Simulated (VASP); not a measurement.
A run of VASP 6.6.1:

File INCAR:

```
ALGO = Fast
EDIFF = 1E-7
ENCUT = 520
GGA = PE
ISIF = 2
ISMEAR = -1
LASPH = True
LCHARG = True
LELF = True
LREAL = False
LVHAR = True
LWAVE = False
NBANDS = 13
NELM = 100
PREC = Accurate
SIGMA = 0.05
```

File KPOINTS:

```
k-points
0
Gamma
  12 12 12
```

File POSCAR:

```
Ru
1.0
    0.0000000000      1.9150000000      1.9150000000
    1.9150000000      0.0000000000      1.9150000000
    1.9150000000      1.9150000000      0.0000000000
Ru
1
Direct
    0.0000000000      0.0000000000      0.0000000000
```

Potentials or basis: VASP PAW PBE potentials, release 64 (Ru_pv).

Launch:

```bash
$ cat potpaw_PBE.64/Ru_pv/POTCAR > POTCAR
$ mpirun -np 1 vasp_std > vasp.out
```

Hardware: 1 thread of AMD EPYC 9R45 96-Core Processor (Zen 5), on a shared host.

Q: How long does it take, and how much memory?

A: Run time: 8 s on 1 thread of AMD EPYC 9R45 96-Core Processor (Zen 5) (shared host), peak memory 0.1 GiB. Counts: scf iterations 15, k points 72.
